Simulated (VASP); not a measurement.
Input of a VASP 6.6.1 run:

File INCAR:

```
PREC = Accurate
ENCUT = 520
EDIFF = 1E-7
ISMEAR = -1
SIGMA = 0.27211386245988
LREAL = F
LASPH = T
NELM = 150
ALGO = Normal
ISIF = 2
LWAVE = F
LCHARG = F
LNONCOLLINEAR = T
MAGMOM = 0 0 2 0.894 0 1.789
LORBIT = 11
LMAXMIX = 4
NBANDS = 28
```

File KPOINTS:

```
Automatic mesh
0
Gamma
  2 2 2
```

Contents of POSCAR:

```
Fe
1.0
    2.8660000000      0.0000000000      0.0000000000
    0.0000000000      2.8660000000      0.0000000000
    0.0000000000      0.0000000000      2.8660000000
Fe
2
Direct
    0.0000000000      0.0000000000      0.0000000000
    0.5200000000      0.5000000000      0.5000000000
```

Potentials or basis: VASP PAW LDA potentials, release 64 (Fe).

Run with:

```sh
$ cat potpaw_LDA.64/Fe/POTCAR > POTCAR
$ mpirun -np 1 vasp_ncl > vasp.out
```

(1) Predict the band gap on the k mesh.

(2) Predict the pressure.

(3) What does it give for the largest force?

(4) What does it give for the net moment?

Answers

(1) zero (band 16 reaches 6.12 eV, above the bottom of band 17 at 5.26 eV).

(2) -12.8 GPa.

(3) 0.158 eV/Å.

(4) 3.83 μB per cell.

Caveat: the k points lie up to 1.10 Å⁻¹ apart.
